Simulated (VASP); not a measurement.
Set up this calculation in VASP 6.6.1, as the native input.

| Quantity | Value |
| --- | --- |
| Task | relaxation of cell and atoms |
| Functional | PBE |
| Potentials or basis | VASP PAW PBE potentials, release 64 (Ga_d, Te, O) |
| Cutoff | 600 eV |
| k mesh | 3 × 3 × 1 |
| Occupations | gaussian, width 0.15 eV |
| Spin | no spin polarisation |
| Dipole correction | no |
| Further INCAR settings | ALGO = Normal; EDIFF = 1e-06; IBRION = 2; EDIFFG = -0.08; NSW = 36; ISIF = 3 |

The structure of Ga2Te2O lies in POSCAR:

```
Ga2Te2O
1.0
    4.1000000000      0.0000000000      0.0000000000
   -2.0500000000      3.5507041600      0.0000000000
    0.0000000000      0.0000000000     18.6000000000
Ga Te O
4 4 2
Direct
    0.6666666700      0.3333333300      0.8470000000
    0.6666666700      0.3333333300      0.6530000000
    0.3333333300      0.6666666700      0.3470000000
    0.3333333300      0.6666666700      0.1530000000
    0.3333333300      0.6666666700      0.5940000000
    0.3333333300      0.6666666700      0.9060000000
    0.6666666700      0.3333333300      0.0940000000
    0.6666666700      0.3333333300      0.4060000000
    0.6666666700      0.3333333300      0.7500000000
    0.3333333300      0.6666666700      0.2500000000
```

One way to write it, as run:

INCAR

```
PREC = Accurate ; ENCUT = 600
EDIFF = 1E-6 ; ISMEAR = 0
SIGMA = 0.15 ; LREAL = F
LASPH = T ; NELM = 100
ALGO = Normal ; ISIF = 3
LWAVE = F ; LCHARG = F
GGA = PE ; IBRION = 2
NSW = 36 ; EDIFFG = -0.08
```

KPOINTS

```
regular mesh
0
Gamma
  3 3 1
```

Potentials or basis: VASP PAW PBE potentials, release 64 (Ga_d, Te, O).

Command:

```console
$ cat potpaw_PBE.64/Ga_d/POTCAR potpaw_PBE.64/Te/POTCAR potpaw_PBE.64/O/POTCAR > POTCAR
$ mpirun -np 1 vasp_std > vasp.out
```

It gave:

| Item | Value |
| --- | --- |
| Relaxed volume | 29.26 Å³/atom |
| Relaxed cell | a = 4.238 Å, b = 4.238 Å, c = 18.809 Å, α = 90.00°, β = 90.00°, γ = 120.00° |
| Space group after relaxing (to 0.1 Å) | P6_3/mmc (No. 194) |
| Energy gained by relaxing | 44.8 meV/atom |
| Ionic steps | 7 |
| Pressure after relaxing | 0.0 GPa |
| Largest force after relaxing | 0.076 eV/Å |
| Band gap on the k mesh | 1.03 eV |

Caveat: the k points lie up to 0.57 Å⁻¹ apart in the final cell; spin-orbit coupling is left out, which moves the levels of the heavy elements; this functional lacks dispersion, which binds the layers, so the pressure and a relaxed spacing across them are unreliable; the relaxation stopped at a loose force limit of 0.08 eV/Å, so its end isn't a converged minimum.

Wall time 8.6 min on 1 thread of AMD EPYC 7R43 64-Core Processor (Zen 3), with other jobs on the host, peak memory 0.46 GiB.
